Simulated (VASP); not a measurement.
Nb, 1 atom in the cell. It takes space group Pm-3m (No. 221, cubic). Conventional cell: a = 2.244 Å, b = 2.244 Å, c = 2.244 Å, α = 90.00°, β = 90.00°, γ = 90.00°. Within 3.0 Å of Nb (site symmetry m-3m) lie 6 Nb at 2.24 Å.  This cell differs from its parent crystal: volume scaled by 0.6.

| Quantity | Value |
| --- | --- |
| Program | VASP 6.6.1 |
| Task | single point |
| Functional | LDA |
| Potentials or basis | VASP PAW LDA potentials, release 64 (Nb_sv) |
| Cutoff | 520 eV |
| k mesh | 14 × 14 × 14 |
| Occupations | fermi-dirac, width 0.05 eV |
| Spin | no spin polarisation |
| Dipole correction | no |
| Further INCAR settings | ALGO = Normal; EDIFF = 1e-06; NBANDS = 12 |

Potentials or basis: VASP PAW LDA potentials, release 64 (Nb_sv).

Launch:

```bash
$ cat potpaw_LDA.64/Nb_sv/POTCAR > POTCAR
$ mpirun -np 1 vasp_std > vasp.out
```

Hardware: 1 thread of AMD EPYC 7R43 64-Core Processor (Zen 3) (shared host).

Q: How long does it take, and how much memory?

A: Run time: 23 s on 1 thread of AMD EPYC 7R43 64-Core Processor (Zen 3), with other jobs on the host, peak memory 0.09 GiB. Counts: scf iterations 11, k points 120.
